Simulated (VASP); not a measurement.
GaN:

```
Ga N
1.0
     3.13702    0.00000    0.00000
    -1.56851    2.71674    0.00000
     0.00000    0.00000    5.09618
Ga N
2 2
Direct
  0.66667 0.33333 0.50000
  0.33333 0.66667 0.00000
  0.66667 0.33333 0.87500
  0.33333 0.66667 0.37500
```

Base run:

```yaml
Program: VASP 6.6.1
Functional: revPBE
Dispersion: D3(BJ)
Potentials_or_basis: VASP PAW PBE potentials, release 64 (Ga_d, N)
Cutoff: 520 eV
k_mesh: 10 × 10 × 5
Occupations: fermi-dirac, width 0.05 eV
Spin: no spin polarisation
```

Its results: band gap on the k mesh 2.29 eV, direct; pressure 11.2 GPa; largest force 0.145 eV/Å.

Problem. After a change of settings the same cell gave: band gap on the k mesh 2.20 eV, direct; pressure 5.9 GPa; largest force 0.142 eV/Å. Which change was it?
A. functional from revPBE to PBEsol; further incar settings from ALGO = Normal; EDIFF = 1e-06; NBANDS = 26 to ALGO = Normal; EDIFF = 1e-07; NBANDS = 26
B. functional from revPBE to r2SCAN; dispersion from D3(BJ) to rVV10
C. functional from revPBE to r2SCAN
D. dispersion from D3(BJ) to none; further incar settings from ALGO = Normal; EDIFF = 1e-06; NBANDS = 26 to ALGO = Normal; EDIFF = 1e-07; NBANDS = 26

Solution. A.

Caveats: the PAW data sets were made with another functional, which shifts forces and pressure a little.
